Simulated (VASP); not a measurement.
A run of VASP 6.6.1 is set up as follows.

INCAR

```
PREC = Accurate ; ENCUT = 520
EDIFF = 1E-6 ; ISMEAR = -1
SIGMA = 0.05 ; LREAL = False
LASPH = True ; NELM = 100
ALGO = Normal ; ISIF = 2
LWAVE = False ; LCHARG = False
GGA = RP ; NBANDS = 14
```

The input KPOINTS:

```
regular mesh
0
Gamma
  11 11 6
```

POSCAR

```
Re
1.0
    2.7841509882      0.0000000000      0.0000000000
   -1.3920754941      2.4111454837      0.0000000000
    0.0000000000      0.0000000000      4.5019255818
Re
2
Direct
    0.6666666667      0.3333333333      0.7500000000
    0.3333333333      0.6666666667      0.2500000000
```

Potentials or basis: VASP PAW PBE potentials, release 64 (Re).

Command:

```sh
$ cat potpaw_PBE.64/Re/POTCAR > POTCAR
$ mpirun -np 1 vasp_std > vasp.out
```

Q: What does it give for the band gap on the k mesh?

A: Zero (bands 7 and 8 overlap by 2.89 eV).

Q: What does it give for the pressure?

A: -0.7 GPa.

Stress tensor (GPa, compression positive):
```
-0.65  0.00  0.00
 0.00 -0.65  0.00
 0.00  0.00 -0.86
```

Caveat: the PAW data sets were made with another functional, which shifts forces and pressure a little; spin-orbit coupling is left out, which moves the levels of the heavy elements.
